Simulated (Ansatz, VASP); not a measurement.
Nb: VASP beside Ansatz

File INCAR:

```
SYSTEM = Nb
PREC = Accurate
ENCUT = 600
EDIFF = 1E-6
ISMEAR = -1
SIGMA = 0.05
LREAL = .False.
LASPH = .True.
NELM = 60
ALGO = Normal
ISIF = 3
LWAVE = .False.
LCHARG = .False.
GGA = PS
IBRION = 2
NSW = 60
EDIFFG = -0.01
```

Contents of KPOINTS:

```
Automatic mesh
0
Gamma
  11 11 11
  0 0 0
```

Contents of POSCAR:

```
Nb
1.0
    0.0000000000      2.1150000000      2.1150000000
    2.1150000000      0.0000000000      2.1150000000
    2.1150000000      2.1150000000      0.0000000000
Nb
1
Direct
    0.0000000000      0.0000000000      0.0000000000
```

input.yaml

```yaml
crystal:
  lattice:
    - [0.0, 2.115, 2.115]
    - [2.115, 0.0, 2.115]
    - [2.115, 2.115, 0.0]
  atoms:
    - { symbol: Nb, position: [0.0, 0.0, 0.0] }
hamiltonian:
  xc: pbesol
  pseudopotentials: { kind: paw }
kpoints:
  mp_grid: { grid: [11, 11, 11] }
scf:
  occupations: { method: fermi_dirac, width: 0.05 }
output:
  forces: true
  stress: true
  eigenvalues: true
  write_density: true
  write_potential: true
  elf: true
  volumetric_format: npy
relax:
  f_tol: 0.01
  max_steps: 40
  cell: { stress_tol: 0.05 }
```

Alike in both runs: task relaxation of cell and atoms; functional PBEsol; k mesh 11 × 11 × 11; occupations fermi-dirac, width 0.05 eV; no spin polarisation.

|  | VASP | Ansatz |
| --- | --- | --- |
| version | VASP 6.6.1 | Ansatz 0.2.0 |
| potentials or method | VASP PAW PBE potentials, release 64 (Nb_sv) | Ansatz PAW |
| plane-wave cutoff (eV) | 600 | 420 |
| valence electrons in the cell | 13 | 13 |

VASP gave:

* gap on the k mesh at the Fermi level, each at its own relaxed structure (eV): none
* relaxed volume (Å³/atom): 18.05
* relaxed cell length with the largest relative difference (Å): 2.945

Problem. Estimate Ansatz's values.

Solution. gap on the k mesh at the Fermi level, each at its own relaxed structure (eV): none; relaxed volume (Å³/atom): 18.08; relaxed cell length with the largest relative difference (Å): 2.946.

VASP's potentials were made for PBE, not for PBEsol. A gap of «none» marks a metal or a gap that the smearing closes.

Noted on Ansatz's run: the plane-wave basis is chosen anew once the cell has moved, so the energies of steps on either side of that aren't comparable.
